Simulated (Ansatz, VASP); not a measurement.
## TiB2 in VASP and in Ansatz

INCAR

```
PREC = Accurate ; ENCUT = 520
EDIFF = 1E-6 ; ISMEAR = -1
SIGMA = 0.08 ; LREAL = F
LASPH = T ; NELM = 80
ALGO = Normal ; ISIF = 2
LWAVE = F ; LCHARG = F
GGA = PE ; NBANDS = 16
```

The input KPOINTS:

```
regular mesh
0
Gamma
  15 15 13
```

File POSCAR:

```
TiB2
1.0
    3.0690606440      0.0000000000      0.0000000000
   -1.5345303220      2.6578844835      0.0000000000
    0.0000000000      0.0000000000      3.2708838193
Ti B
1 2
Direct
    0.0000000000      0.0000000000      0.0000000000
    0.3333333333      0.6666666667      0.5000000000
    0.6666666667      0.3333333333      0.5000000000
```

Input for Ansatz:

```yaml
crystal:
  lattice:
    - [3.069060644, 0.0, 0.0]
    - [-1.534530322, 2.6578844835, 0.0]
    - [0.0, 0.0, 3.2708838193]
  atoms:
    - { symbol: Ti, position: [0.0, 0.0, 0.0] }
    - { symbol: B, position: [0.3333333333, 0.6666666667, 0.5] }
    - { symbol: B, position: [0.6666666667, 0.3333333333, 0.5] }
kpoints:
  mp_grid: { grid: [15, 15, 13] }
  band_path:
    path:
      - [0.0, 0.0, 0.0]
      - [0.5, 0.0, 0.0]
      - [0.3333333333, 0.3333333333, 0.0]
      - [0.0, 0.0, 0.0]
      - [0.0, 0.0, 0.5]
      - [0.5, 0.0, 0.5]
      - [0.3333333333, 0.3333333333, 0.5]
      - [0.0, 0.0, 0.5]
      - [0.5, 0.0, 0.5]
    npoints: 5
scf:
  occupations: { method: fermi_dirac, width: 0.08 }
hamiltonian:
  xc: pbe
  pseudopotentials: { kind: all_electron, lapw: { basis_error: 0.001 } }
output:
  forces: true
  stress: true
  eigenvalues: true
```

Change from the starting cell: volume scaled by 1.04.

Alike in both runs: task single point; functional PBE; k mesh 15 × 15 × 13; occupations fermi-dirac, width 0.08 eV; no spin polarisation.

```csv
,VASP,Ansatz
version,VASP 6.6.1,Ansatz 0.2.0
potentials or method,"VASP PAW PBE potentials, release 64 (Ti_sv, B), cutoff 520 eV","all-electron LAPW, scalar-relativistic"
```

|  | VASP | Ansatz | Ansatz less VASP |
| --- | --- | --- | --- |
| pressure (GPa) | -8.9 | -9.0 | -0.19 |
| traceless stress, the component that is largest in VASP (GPa) | 0.74 | 0.75 | +0.013 |

Ansatz ran all-electron here, and VASP with PAW potentials.
